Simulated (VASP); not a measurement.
A run of VASP 6.6.1 is set up as follows.

File POSCAR:

```
PbS
1.0
    4.0392756170      0.0000000000      0.0000000000
   -2.0196378085      3.4981152972      0.0000000000
    0.0000000000      0.0000000000      7.1840216304
Pb S
2 2
Direct
    0.0000000000      0.0000000000      0.0000000000
    0.0000000000      0.0000000000      0.5000000000
    0.3333333333      0.6666666667      0.2500000000
    0.6666666667      0.3333333333      0.7500000000
```

INCAR.step1

```
PREC = Accurate
ENCUT = 520
ISMEAR = -1
SIGMA = 0.02
LREAL = F
LASPH = T
NELM = 80
NBANDS = 28
GGA = PE
ALGO = Normal
EDIFF = 1E-4
LWAVE = T
LCHARG = F
```

The input INCAR.step2:

```
PREC = Accurate
ENCUT = 520
EDIFF = 1E-6
ISMEAR = -1
SIGMA = 0.02
LREAL = F
LASPH = T
NELM = 80
ALGO = Normal
ISIF = 2
LWAVE = F
LCHARG = T
METAGGA = R2SCAN
LMIXTAU = T
LELF = T
LVHAR = T
NBANDS = 28
ISTART = 1
```

Contents of KPOINTS:

```
regular mesh
0
Gamma
  6 6 4
```

Potentials or basis: VASP PAW PBE potentials, release 64 (Pb_d, S).

Run with:

```bash
$ cat potpaw_PBE.64/Pb_d/POTCAR potpaw_PBE.64/S/POTCAR > POTCAR
$ cp INCAR.step1 INCAR
$ mpirun -np 1 vasp_std > vasp.out
$ cp INCAR.step2 INCAR
$ mpirun -np 1 vasp_std > vasp.out
```

Question: Estimate the pressure.

Answer: 3.9 GPa.

Question: Estimate the band gap on the k mesh.

Answer: Zero (bands 20 and 21 overlap by 0.03 eV).

Stress tensor (GPa, compression positive):
```
3.58 0.00 0.00
0.00 3.58 0.00
0.00 0.00 4.59
```

Caveat: the cell stands under pressure; semilocal functionals underestimate gaps, so a narrow gap can read as zero; the PAW data sets were made with another functional, which shifts forces and pressure a little; spin-orbit coupling is left out, which moves the levels of the heavy elements.
